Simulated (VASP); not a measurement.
# InP (F-43m) in VASP: relaxation of cell and atoms with r2SCAN

Aim: the relaxation of cell and atoms of InP with r2SCAN.

All numbers are computed with VASP 6.6.1; they aren't measurements. Logs are shortened: lines on timing, memory, paths and dates and some standing lists are left out, and cuts for length are marked.

### 1 The cell of the first run

It takes space group F-43m (No. 216, cubic). The conventional cell has a = 5.904 Å, b = 5.904 Å, c = 5.904 Å, α = 90.00°, β = 90.00°, γ = 90.00°. Within 3.4 Å of In (site symmetry -43m) lie 4 P at 2.56 Å. P (site symmetry -43m) has 4 In at 2.56 Å within 3.4 Å.

### 2 Relaxation of cell and atoms, r2SCAN

Contents of POSCAR:

```
InP
1.0
    0.0000000000      2.9519763900      2.9519763900
    2.9519763900      0.0000000000      2.9519763900
    2.9519763900      2.9519763900      0.0000000000
In P
1 1
Direct
    0.0000000000      0.0000000000      0.0000000000
    0.7500000000      0.7500000000      0.7500000000
```

Contents of INCAR.step1:

```
PREC = Accurate
ENCUT = 600
ISMEAR = 0
SIGMA = 0.02
LREAL = False
LASPH = True
NELM = 60
GGA = PE
ALGO = Normal
EDIFF = 1E-4
LWAVE = True
LCHARG = False
```

Contents of INCAR.step2:

```
PREC = Accurate
ENCUT = 600
EDIFF = 1E-6
ISMEAR = 0
SIGMA = 0.02
LREAL = False
LASPH = True
NELM = 60
ALGO = Normal
ISIF = 3
LWAVE = False
LCHARG = False
METAGGA = R2SCAN
LMIXTAU = True
IBRION = 2
NSW = 100
EDIFFG = -0.002
ISTART = 1
```

Contents of KPOINTS:

```
Automatic mesh
0
Gamma
  8 8 8
```

Potentials or basis: VASP PAW PBE potentials, release 64 (In_d, P).

Launch:

```sh
$ cat potpaw_PBE.64/In_d/POTCAR potpaw_PBE.64/P/POTCAR > POTCAR
$ cp INCAR.step1 INCAR
$ mpirun -np 1 vasp_std > vasp.out
$ cp INCAR.step2 INCAR
$ mpirun -np 1 vasp_std > vasp.out
```

OUTCAR:

```text
PREC = Accurate
   ENCUT = 600
   EDIFF = 1E-6
   ISMEAR = 0
   LREAL = False
   LASPH = True
   NELM = 60
   ISIF = 3
   METAGGA = R2SCAN
   IBRION = 2
   NSW = 100
   EDIFFG = -0.002
   ISTART = 1

 ion  position               nearest neighbor table
   1  0.000  0.000  0.000-   2 2.56   2 2.56   2 2.56   2 2.56
   2  0.750  0.750  0.750-   1 2.56   1 2.56   1 2.56   1 2.56

  LATTYP: Found a face centered cubic cell.
 ALAT       =     5.9039527800

  Lattice vectors:

 A1 = (   0.0000000000,   2.9519763900,   2.9519763900)
 A2 = (   2.9519763900,   0.0000000000,   2.9519763900)
 A3 = (   2.9519763900,   2.9519763900,   0.0000000000)

Analysis of symmetry for initial positions (statically):
=====================================================================
 Subroutine PRICEL returns:
 Original cell was already a primitive cell.

 Routine SETGRP: Setting up the symmetry group for a
 face centered cubic supercell.

 Subroutine GETGRP returns: Found 24 space group operations
 (whereof 24 operations were pure point group operations)
 out of a pool of 48 trial point group operations.

The static configuration has the point symmetry T_d .

Analysis of symmetry for dynamics (positions and initial velocities):
=====================================================================
 Subroutine PRICEL returns:
 Original cell was already a primitive cell.

 Routine SETGRP: Setting up the symmetry group for a
 face centered cubic supercell.

 Subroutine GETGRP returns: Found 24 space group operations
 (whereof 24 operations were pure point group operations)
 out of a pool of 48 trial point group operations.

The dynamic configuration has the point symmetry T_d .

 Subroutine INISYM returns: Found 24 space group operations
 (whereof 24 operations are pure point group operations),
 and found     1 'primitive' translations

----------------------------------------------------------------------------------------

                                     Primitive cell

  volume of cell :      51.4480

  direct lattice vectors                    reciprocal lattice vectors
     0.000000000  2.951976390  2.951976390    -0.169378048  0.169378048  0.169378048
     2.951976390  0.000000000  2.951976390     0.169378048 -0.169378048  0.169378048
     2.951976390  2.951976390  0.000000000     0.169378048  0.169378048 -0.169378048

[... 144 lines left out ...]

 VOLUME and BASIS-vectors are now :
 -----------------------------------------------------------------------------
  energy-cutoff  :      600.00
  volume of cell :       51.45
      direct lattice vectors                 reciprocal lattice vectors
     0.000000000  2.951976390  2.951976390    -0.169378048  0.169378048  0.169378048
     2.951976390  0.000000000  2.951976390     0.169378048 -0.169378048  0.169378048
     2.951976390  2.951976390  0.000000000     0.169378048  0.169378048 -0.169378048

 POSITION                                       TOTAL-FORCE (eV/Angst)
 -----------------------------------------------------------------------------------
      0.00000      0.00000      0.00000        -0.000000      0.000000      0.000000
      4.42796      4.42796      4.42796         0.000000     -0.000000     -0.000000
 -----------------------------------------------------------------------------------
    total drift:                                0.000003      0.000003      0.000003

  FREE ENERGIE OF THE ION-ELECTRON SYSTEM (eV)
  ---------------------------------------------------
  free  energy   TOTEN  =       -32.2984286646 eV

  energy  without entropy=      -32.2984286646  energy(sigma->0) =      -32.29842866

--------------------------------------- Ionic step        2  -------------------------------------------

 number of electron      17.9999998 magnetization

 Free energy of the ion-electron system (eV)
  ---------------------------------------------------
  ext. energy  EPLUGINS =         0.00000000
  ---------------------------------------------------
  free energy    TOTEN  =       -32.29842929 eV

  energy without entropy =      -32.29842929  energy(sigma->0) =      -32.29842929

 E-fermi :   4.9258     XC(G=0):  -9.7761

 val. band max:        4.7671155466   @ k =   0.0000   0.0000   0.0000
 cond. band min:       5.8044254891   @ k =   0.0000   0.0000   0.0000
 fundamental gap:      1.0373099425
 Fermi energy:         4.9258295130

 k-point     1 :       0.0000    0.0000    0.0000
  band No.  band energies     occupation
      1      -9.8472      2.00000
      2      -9.8472      2.00000
      3      -9.8472      2.00000
      4      -9.6800      2.00000
      5      -9.6800      2.00000
      6      -7.0762      2.00000
      7       4.7671      2.00000
      8       4.7671      2.00000
      9       4.7671      2.00000
     10       5.8044      0.00000
     11       9.2073      0.00000
     12       9.2073      0.00000
     13       9.2074      0.00000
[... 354 lines left out ...]
  band No.  band energies     occupation
      1      -9.9863      2.00000
      2      -9.7958      2.00000
      3      -9.7774      2.00000
      4      -9.6856      2.00000
      5      -9.6674      2.00000
      6      -5.0287      2.00000
      7      -0.8009      2.00000
      8       2.0822      2.00000
      9       3.1346      2.00000
     10       8.2442      0.00000
     11       9.2753      0.00000
     12      11.0352      0.00000
     13      12.3987      0.00000

 [... further k-points ...]
[... 5 lines left out ...]
  --------------------------------------------------------------------------------------
  -------------------------------------------------------------------------------------
  Total       -0.0026299     -0.0026299     -0.0026299      0.0000000     -0.0000000     -0.0000000
  in kB       -0.0818491     -0.0818491     -0.0818491      0.0000000     -0.0000000     -0.0000000
  external PRESSURE =      -0.0818491 kB  Pullay stress =       0.0000000 kB

 VOLUME and BASIS-vectors are now :
 -----------------------------------------------------------------------------
  energy-cutoff  :      600.00
  volume of cell :       51.48
      direct lattice vectors                 reciprocal lattice vectors
     0.000000000  2.952594811  2.952594811    -0.169342572  0.169342572  0.169342572
     2.952594811  0.000000000  2.952594811     0.169342572 -0.169342572  0.169342572
     2.952594811  2.952594811  0.000000000     0.169342572  0.169342572 -0.169342572

 POSITION                                       TOTAL-FORCE (eV/Angst)
 -----------------------------------------------------------------------------------
      5.90519      2.95259      2.95259         0.000000      0.000000      0.000000
      4.42889      4.42889      4.42889        -0.000000     -0.000000     -0.000000
 -----------------------------------------------------------------------------------
    total drift:                                0.000003      0.000003      0.000003

  FREE ENERGIE OF THE ION-ELECTRON SYSTEM (eV)
  ---------------------------------------------------
  free  energy   TOTEN  =       -32.2984292935 eV

  energy  without entropy=      -32.2984292935  energy(sigma->0) =      -32.29842929

 reached required accuracy - stopping structural energy minimisation
```

It took 3.7 min on 1 thread of AMD EPYC 7R43 (Zen 3), shared host; peak memory 0.19 GiB.

What came out:

```
Free energy                           : -32.2984 eV
Relaxed volume                        : 25.74 Å³/atom
Relaxed cell                          : a = 4.176 Å, b = 4.176 Å, c = 4.176 Å, α = 60.00°, β = 60.00°, γ = 60.00°
Space group after relaxing (to 0.1 Å) : F-43m (No. 216)
Energy gained by relaxing             : 0.0 meV/atom
Ionic steps                           : 2
Pressure after relaxing               : 0.0 GPa
Band gap on the k mesh                : 1.04 eV
```

Final structure:
```
CELL_PARAMETERS angstrom
0.00000 2.95259 2.95259
2.95259 0.00000 2.95259
2.95259 2.95259 0.00000
ATOMIC_POSITIONS crystal
In 0.00000 0.00000 0.00000
P 0.75000 0.75000 0.75000
```

Levels at points of the mesh, in eV from the valence-band top:
| k point | band 6 | band 7 | band 8 | band 9 | band 10 | band 11 | band 12 | band 13 |
| --- | --- | --- | --- | --- | --- | --- | --- | --- |
| (0.00, 0.00, 0.00) | -11.84 | 0.00 | 0.00 | 0.00 | 1.04 | 4.44 | 4.44 | 4.44 |
| (0.50, 0.00, 0.00) | -10.11 | -5.76 | -0.97 | -0.97 | 1.81 | 5.16 | 5.16 | 7.50 |
| (0.50, 0.50, 0.00) | -9.46 | -5.78 | -2.33 | -2.33 | 2.04 | 2.55 | 9.73 | 10.16 |

Caveat: the PAW data sets were made with another functional, which shifts forces and pressure a little; spin-orbit coupling is left out, which moves the levels of the heavy elements.
